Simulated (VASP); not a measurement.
The system is TiO2.

```
CELL_PARAMETERS angstrom
4.59984 0.00000 0.00000
0.00000 4.59984 0.00000
0.00000 0.00000 2.95921
ATOMIC_POSITIONS crystal
Ti 0.00000 0.00000 0.50000
Ti 0.50000 0.50000 0.00000
O 0.30432 0.30432 0.50000
O 0.19568 0.80432 0.00000
O 0.80432 0.19568 0.00000
O 0.69568 0.69568 0.50000
```

| Property | Result |
| --- | --- |
| Program | VASP 6.6.1 |
| Task | relaxation of cell and atoms |
| Functional | PBE |
| Potentials or basis | VASP PAW PBE potentials, release 64 (Ti_sv, O) |
| Cutoff | 600 eV |
| k mesh | 6 × 6 × 9 |
| Occupations | fermi-dirac, width 0.05 eV |
| Spin | no spin polarisation |
| Hubbard terms | Ti d U = 6.0 eV |

At the start: pressure 16.0 GPa; volume 10.44 Å³/atom.

Where does the relaxation end?

Over 6 steps the energy falls by 33.4 meV/atom and the volume is 11.12 Å³/atom (+6.6 %); space group P4_2/mnm (No. 136, to 0.05 Å).

Step by step:
```
step  energy change (eV)  largest force (eV/Å)  pressure (GPa)  volume (Å³)
   1              0.0000                0.1940           15.95        62.61
   2              0.1370                0.5189          -15.88        72.50
   3             -0.1961                0.1991           -0.21        66.67
   4             -0.1962                0.1928            0.06        66.59
   5             -0.2001                0.0399           -0.04        66.70
   6             -0.2002                0.0001           -0.06        66.72
```

Final structure:
```yaml
crystal:
  lattice:
    - [4.68155, 0.00000, 0.00000]
    - [0.00000, 4.68155, 0.00000]
    - [0.00000, 0.00000, 3.04441]
  atoms:
    - { symbol: Ti, position: [0.00000, 0.00000, 0.50000] }
    - { symbol: Ti, position: [0.50000, 0.50000, 0.00000] }
    - { symbol: O, position: [0.30524, 0.30524, 0.50000] }
    - { symbol: O, position: [0.19476, 0.80524, 0.00000] }
    - { symbol: O, position: [0.80524, 0.19476, 0.00000] }
    - { symbol: O, position: [0.69476, 0.69476, 0.50000] }
```
